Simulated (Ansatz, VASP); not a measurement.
## Two plane-wave programs on TaSi

```
Ta Si
1.0
     3.22972    0.00000    0.00000
    -1.61486    2.79702    0.00000
     0.00000    0.00000    8.50104
Ta Si
2 2
Direct
  0.33333 0.66667 0.84922
  0.66667 0.33333 0.15078
  0.33333 0.66667 0.39552
  0.66667 0.33333 0.60448
```

Alike in both runs: task single point; functional PBE; k mesh 6 × 6 × 2; occupations gaussian, width 0.1 eV; no spin polarisation.

```csv
,VASP,Ansatz
version,VASP 6.6.1,Ansatz 0.2.0
potentials or method,"VASP PAW PBE potentials, release 64 (Ta_pv, Si), cutoff 520 eV","scalar-relativistic, plane waves, PAW"
valence electrons in the cell,30,34
```

Ansatz gave:

* gap on the k mesh at the Fermi level (eV): none
* pressure (GPa): -17.8
* traceless stress, the component that is largest in VASP (GPa): -1.23
* rms of the force components (eV/Å): 0.230

Problem. Which values does VASP return?

Solution. gap on the k mesh at the Fermi level (eV): none; pressure (GPa): -17.9; traceless stress, the component that is largest in VASP (GPa): -1.22; rms of the force components (eV/Å): 0.233.

Atom by atom the forces differ by 0.004 eV/Å (rms over components). A gap of «none» marks a metal or a gap that the smearing closes. With one functional, cell and mesh, what is left measures potentials, basis and numerics. VASP's potentials hold 30 valence electrons a cell and Ansatz's 34, so a difference there can come from the potentials and not from the codes.

The k mesh is coarse, so the values compare programs but aren't converged. Spin-orbit coupling is off throughout.
